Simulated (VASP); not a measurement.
Here is a VASP 6.6.1 calculation.

The input INCAR:

```
SYSTEM = NaCl
PREC = Accurate
ENCUT = 500
EDIFF = 1E-6
ISMEAR = 0
SIGMA = 0.01
LREAL = .FALSE.
LASPH = .TRUE.
NELM = 120
ALGO = Normal
ISIF = 2
LWAVE = .FALSE.
LCHARG = .FALSE.
GGA = PE
NBANDS = 14
GGA_COMPAT = .FALSE.
```

File KPOINTS:

```
Automatic mesh
0
G
  3 3 3
  0 0 0
```

The input POSCAR:

```
NaCl
1.0
    0.0000000000      2.4309408900      2.4309408900
    2.4309408900      0.0000000000      2.4309408900
    2.4309408900      2.4309408900      0.0000000000
Na Cl
1 1
Direct
    0.0000000000      0.0000000000      0.0000000000
    0.5000000000      0.5000000000      0.5000000000
```

Potentials or basis: VASP PAW PBE potentials, release 64 (Na_pv, Cl).

Command:

```sh
$ cat potpaw_PBE.64/Na_pv/POTCAR potpaw_PBE.64/Cl/POTCAR > POTCAR
$ mpirun -np 1 vasp_std > vasp.out
```

Question: What does it give for the pressure?

Answer: 35.0 GPa.

Question: Predict the band gap on the k mesh.

Answer: 7.50 eV.

Caveat: the k points lie up to 0.75 Å⁻¹ apart; an odd mesh through Γ misses points on the zone boundary, where band edges can lie.
